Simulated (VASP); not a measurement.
# Mg in VASP: single point with PBEsol+D4

Aim: the single point of Mg with PBEsol+D4.

Everything below comes from runs of VASP 6.6.1. Logs are shortened: lines on timing, memory, paths and dates and some standing lists are left out, and cuts for length are marked.

## Step 1: The cell of the first run

The cell holds a slab with vacuum, 4 atoms: a = 3.250 Å, b = 3.250 Å, c = 27.965 Å, α = 90.00°, β = 90.00°, γ = 120.00°.

## Step 2: Single point, PBEsol+D4

INCAR

```
PREC = Accurate ; ENCUT = 520
EDIFF = 1E-6 ; ISMEAR = 1
SIGMA = 0.1 ; LREAL = F
LASPH = T ; NELM = 120
ALGO = Normal ; ISIF = 2
LWAVE = F ; LCHARG = F
LDIPOL = T ; IDIPOL = 3
DIPOL = 0.5 0.5 0.387 ; GGA = PS
IVDW = 13 ; NBANDS = 12
GGA_COMPAT = F ; NELMDL = -8
```

KPOINTS

```
regular mesh
0
Gamma
  18 18 1
```

POSCAR

```
Mg
1.0
    3.2499138488      0.0000000000      0.0000000000
   -1.6249569244      2.8145079532      0.0000000000
    0.0000000000      0.0000000000     27.9650906593
Mg
4
Direct
    0.3333333333      0.6666666667      0.2503120796
    0.6666666667      0.3333333333      0.3415247857
    0.3333333333      0.6666666667      0.4321238926
    0.6666666667      0.3333333333      0.5228822232
```

Potentials or basis: VASP PAW PBE potentials, release 64 (Mg).

The run is started by

```bash
$ cat potpaw_PBE.64/Mg/POTCAR > POTCAR
$ mpirun -np 1 vasp_std > vasp.out
```

OUTCAR:

```text
PREC = Accurate
   ENCUT = 520
   EDIFF = 1E-6
   ISMEAR = 1
   LREAL = F
   LASPH = T
   NELM = 120
   ISIF = 2
   GGA = PS
   IVDW = 13
   NELMDL = -8

 ion  position               nearest neighbor table
   1  0.333  0.667  0.250-   2 3.17   2 3.17   2 3.17
   2  0.667  0.333  0.342-   3 3.15   3 3.15   3 3.15   1 3.17   1 3.17   1 3.17
   3  0.333  0.667  0.432-   2 3.15   2 3.15   2 3.15   4 3.16   4 3.16   4 3.16
   4  0.667  0.333  0.523-   3 3.16   3 3.16   3 3.16

  LATTYP: Found a hexagonal cell.
 ALAT       =     3.2499138488
 C/A-ratio  =     8.6048713782

  Lattice vectors:

 A1 = (   3.2499138488,   0.0000000000,   0.0000000000)
 A2 = (  -1.6249569244,   2.8145079532,   0.0000000000)
 A3 = (   0.0000000000,   0.0000000000,  27.9650906593)

Analysis of symmetry for initial positions (statically):
=====================================================================
 Subroutine PRICEL returns:
 Original cell was already a primitive cell.

 Routine SETGRP: Setting up the symmetry group for a
 hexagonal supercell.

 Subroutine GETGRP returns: Found  6 space group operations
 (whereof  6 operations were pure point group operations)
 out of a pool of 24 trial point group operations.

The static configuration has the point symmetry C_3v.

Analysis of symmetry for dynamics (positions and initial velocities):
=====================================================================
 Subroutine PRICEL returns:
 Original cell was already a primitive cell.

 Routine SETGRP: Setting up the symmetry group for a
 hexagonal supercell.

 Subroutine GETGRP returns: Found  6 space group operations
 (whereof  6 operations were pure point group operations)
 out of a pool of 24 trial point group operations.

The dynamic configuration has the point symmetry C_3v.

 Subroutine INISYM returns: Found  6 space group operations
 (whereof  6 operations are pure point group operations),
 and found     1 'primitive' translations

----------------------------------------------------------------------------------------

                                     Primitive cell

  volume of cell :     255.7941

  direct lattice vectors                    reciprocal lattice vectors
     3.249913849  0.000000000  0.000000000     0.307700464  0.177650946  0.000000000
    -1.624956924  2.814507953  0.000000000     0.000000000  0.355301892  0.000000000
     0.000000000  0.000000000 27.965090659     0.000000000  0.000000000  0.035758869

  length of vectors
     3.249913849  3.249913849 27.965090659     0.355301892  0.355301892  0.035758869

  position of ions in fractional coordinates (direct lattice)
     0.333333333  0.666666667  0.250312080
     0.666666667  0.333333333  0.341524786
     0.333333333  0.666666667  0.432123893
     0.666666667  0.333333333  0.522882223

  ion indices of the primitive-cell ions
   primitive index   ion index
                 1           1
                 2           2
                 3           3
                 4           4

----------------------------------------------------------------------------------------

 KPOINTS: regular mesh

Automatic generation of k-mesh.
 Grid dimensions read from file:
 generate k-points for:   18   18    1

 Generating k-lattice:

  Cartesian coordinates                     Fractional coordinates (reciprocal lattice)
     0.017094470  0.009869497  0.000000000     0.055555556  0.000000000  0.000000000
     0.000000000  0.019738994  0.000000000     0.000000000  0.055555556  0.000000000
     0.000000000  0.000000000  0.035758869     0.000000000  0.000000000  1.000000000

  Length of vectors
     0.019738994  0.019738994  0.035758869

  Shift w.r.t. Gamma in fractional coordinates (k-lattice)
     0.000000000  0.000000000  0.000000000

 Subroutine IBZKPT returns following result:
 ===========================================

 Found     37 irreducible k-points:

 Following reciprocal coordinates:
            Coordinates               Weight
  0.000000  0.000000  0.000000      1.000000
  0.055556  0.000000  0.000000      6.000000
  0.111111  0.000000  0.000000      6.000000
  0.166667 -0.000000  0.000000      6.000000
  0.222222 -0.000000  0.000000      6.000000
  0.277778 -0.000000  0.000000      6.000000
[... 16 lines left out ...]
  0.333333  0.111111  0.000000     12.000000
  0.388889  0.111111  0.000000     12.000000
 [... further k-points ...]
   k-points           NKPTS =     37   k-points in BZ     NKDIM =     37   number of bands    NBANDS=     12
   number of dos      NEDOS =    301   number of ions     NIONS =      4
   total plane-waves  NPLWV = 120960
   dimension x,y,z NGX =    24 NGY =   24 NGZ =  210
   dimension x,y,z NGXF=    48 NGYF=   48 NGZF=  420
   ions per type =               4
   NGX,Y,Z   is equivalent  to a cutoff of  12.28, 12.28, 12.48 a.u.
   NGXF,Y,Z  is equivalent  to a cutoff of  24.55, 24.55, 24.97 a.u.
 SYSTEM =  unknown system
   PREC   = accura    normal or accurate (medium, high low for compatibility)
   ISTART =      0    job   : 0-new  1-cont  2-samecut
   ICHARG =      2    charge: 1-file 2-atom 10-const
   ISPIN  =      1    spin polarized calculation?
   LNONCOLLINEAR =      F non collinear calculations
   LSORBIT =      F    spin-orbit coupling
   LASPH  =      T    aspherical Exc in radial PAW
   ENCUT  =  520.0 eV  38.22 Ry    6.18 a.u.   6.04  6.04 52.00*2*pi/ulx,y,z
   NELM   =    120;   NELMIN=  2; NELMDL= -8     # of ELM steps
   EDIFF  = 0.1E-05   stopping-criterion for ELM
   LREAL  =      F    real-space projection
   EDIFFG = 0.1E-04   stopping-criterion for IOM
   NSW    =      0    number of steps for IOM
   IBRION =     -1    ionic relax: 0-MD 1-quasi-New 2-CG
   NFREE  =      0    steps in history (QN), initial steepest desc. (CG)
   ISIF   =      2    stress and relaxation
   ISYM   =      2    0-nonsym 1-usesym 2-fastsym
   POTIM  = 0.5000    time-step for ionic-motion
   TEBEG  =    0.0;   TEEND  =   0.0 temperature during run
   PSTRESS=    0.0 pullay stress
   NELECT =       8.0000    total number of electrons
   NUPDOWN=      -1.0000    fix difference up-down
   EMIN   =  10.00;   EMAX   =-10.00  energy-range for DOS
   EFERMI =   0.00;   METHOD = LEGACY
   ISMEAR =     1;   SIGMA  =   0.10  broadening in eV -4-tet -1-fermi 0-gaus
   EFERMI_NEDOS =   21; number of points for ismear=-14 and -15
   IALGO  =     38    algorithm
   IMIX   =      4    mixing-type and parameters
     AMIX     =   0.40;   BMIX     =  1.00
     AMIX_MAG =   1.60;   BMIX_MAG =  1.00
  volume/ion in A,a.u.               =      63.95       431.55
  Fermi-wavevector in a.u.,A,eV,Ry     =   0.515792  0.974706  3.619713  0.266041
  Thomas-Fermi vector in A             =   1.531409
   LORBIT       =      0    0 simple, 1 ext, 2 COOP (PROOUT), +10 PAW based schemes
   GGA     = PS    functional components
   LHFCALC =     F    Hartree Fock is set to
   AEXX    =    0.0000 exact exchange contribution
   IVDW    =    13    specifies the selected vdW correction
   LEPSILON=     F    determine dielectric tensor
   LRPA    =     F    only Hartree local field effects (RPA)
 non-spin polarized calculation
 Methfessel and Paxton  Order N= 1 SIGMA  =   0.10
  energy-cutoff  :      520.00
  volume of cell :      255.79
 maximum number of plane-waves:      6984
   NGX = 13   NGY = 13   NGZ =103

 dipolmoment           0.000000      0.000000     -0.001382 electrons x Angstroem

 number of electron       8.0000000 magnetization

 dipolmoment           0.000000      0.000000      0.000044 electrons x Angstroem

 Free energy of the ion-electron system (eV)
  ---------------------------------------------------
  ext. energy  EPLUGINS =         0.00000000
  ---------------------------------------------------
  free energy    TOTEN  =        -6.13951508 eV

  energy without entropy =       -6.13995183  energy(sigma->0) =       -6.13966066

 E-fermi :  -1.4574     XC(G=0):  -3.7284

 val. band max:       -1.4715333101   @ k =   0.3333   0.1667   0.0000
 cond. band min:      -1.4196351501   @ k =   0.2222  -0.0000   0.0000
 fundamental gap:      0.0518981600
 Fermi energy:        -1.4574123756

 k-point     1 :       0.0000    0.0000    0.0000
  band No.  band energies     occupation
      1      -8.0089      2.00000
      2      -7.1884      2.00000
      3      -5.8365      2.00000
      4      -4.0129      2.00000
      5      -2.2953      2.00000
      6      -0.0344     -0.00000
      7       1.5112      0.00000
      8       2.2876      0.00000
      9       2.4453      0.00000
     10       3.4944      0.00000
     11       3.5124      0.00000
     12       5.2454      0.00000

 k-point     2 :       0.0556    0.0000    0.0000
  band No.  band energies     occupation
      1      -7.9503      2.00000
      2      -7.1301      2.00000
      3      -5.7787      2.00000
      4      -3.9554      2.00000
      5      -2.2406      2.00000
      6       0.0208     -0.00000
      7       1.5675      0.00000
      8       2.3449      0.00000
      9       2.5031      0.00000
     10       3.5502      0.00000
     11       3.5690      0.00000
     12       5.2989      0.00000
[... 301 lines left out ...]
 k-point    23 :       0.3333    0.1111    0.0000
  band No.  band energies     occupation
      1      -5.0064      2.00000
      2      -4.2061      2.00000
      3      -2.8930      2.00000
      4      -1.3634     -0.03559
      5      -0.6544     -0.00000
      6      -0.1443     -0.00000
      7       0.5376     -0.00000
      8       1.1373      0.00000
      9       2.5190      0.00000
     10       2.7491      0.00000
     11       3.6824      0.00000
     12       3.8167      0.00000

 k-point    24 :       0.3889    0.1111    0.0000
  band No.  band energies     occupation
      1      -4.1591      2.00000
      2      -3.3693      2.00000
      3      -2.1839      2.00000
      4      -2.1268      2.00000
      5      -1.2235     -0.00460
      6      -0.1589     -0.00000
      7      -0.0104     -0.00000
      8       1.3658      0.00000
      9       1.7088      0.00000
     10       2.8220      0.00000
     11       3.3416      0.00000
     12       3.6097      0.00000

 [... further k-points ...]

------------------------ aborting loop because EDIFF is reached ----------------------------------------

 vacuum level on the upper side and lower side of the slab       (xc-potential included)        -0.009        -0.009

  DFT-D4 for vdW energy calculation

  Edisp (eV):   -0.27564

  FORCE on cell =-STRESS in cart. coord.  units (eV):
  Direction    XX          YY          ZZ          XY          YZ          ZX
  --------------------------------------------------------------------------------------
  -------------------------------------------------------------------------------------
  Total      -2.08053    -2.08053     0.27682    -0.00000     0.00000     0.00000
  in kB     -13.03150   -13.03150     1.73389    -0.00000     0.00000     0.00000
  external pressure =       -8.11 kB  Pullay stress =        0.00 kB

 VOLUME and BASIS-vectors are now :
 -----------------------------------------------------------------------------
  energy-cutoff  :      520.00
  volume of cell :      255.79
      direct lattice vectors                 reciprocal lattice vectors
     3.249913849  0.000000000  0.000000000     0.307700464  0.177650946  0.000000000
    -1.624956924  2.814507953  0.000000000     0.000000000  0.355301892  0.000000000
     0.000000000  0.000000000 27.965090659     0.000000000  0.000000000  0.035758869

 POSITION                                       TOTAL-FORCE (eV/Angst)
 -----------------------------------------------------------------------------------
     -0.00000      1.87634      7.00000        -0.000000      0.000000     -0.022862
      1.62496      0.93817      9.55077        -0.000000      0.000000      0.006847
     -0.00000      1.87634     12.08438        -0.000000      0.000000     -0.054420
      1.62496      0.93817     14.62245         0.000000     -0.000000      0.070435
 -----------------------------------------------------------------------------------
    total drift:                                0.000000     -0.000000     -0.000014

  FREE ENERGIE OF THE ION-ELECTRON SYSTEM (eV)
  ---------------------------------------------------
  free  energy   TOTEN  =        -6.4151542937 eV

  energy  without entropy=       -6.4155910408  energy(sigma->0) =       -6.41529988

 vacuum level on the upper side and lower side of the slab         2.280         2.280
```

Run time: 4.2 min. Hardware: 1 thread of Intel Xeon 8259CL, shared host; peak memory 0.36 GiB.

Results:

```
Free energy                : -6.4152 eV
Largest force              : 0.070 eV/Å
Band gap on the k mesh     : zero (bands 4 and 5 overlap by 1.39 eV)
Dispersion energy per atom : -0.069 eV
```

Forces in eV/Å, atoms in the order of the input:
```
Mg   0.000  0.000 -0.023
Mg   0.000  0.000  0.007
Mg   0.000  0.000 -0.054
Mg   0.000  0.000  0.070
```

Levels at points of the mesh, in eV from the Fermi level:
```tsv
k point	band 1	band 2	band 3	band 4	band 5	band 6	band 7	band 8	band 9
(0.00, 0.00, 0.00)	-6.55	-5.73	-4.38	-2.56	-0.84	1.42	2.97	3.75	3.90
(0.50, 0.00, 0.00)	-1.93	-1.91	-1.17	-1.14	0.23	0.33	1.96	2.15	3.47
```

Caveat: the PAW data sets were made with another functional, which shifts forces and pressure a little.

The gap in the log of VASP goes by the Fermi energy; the results here count the filled bands.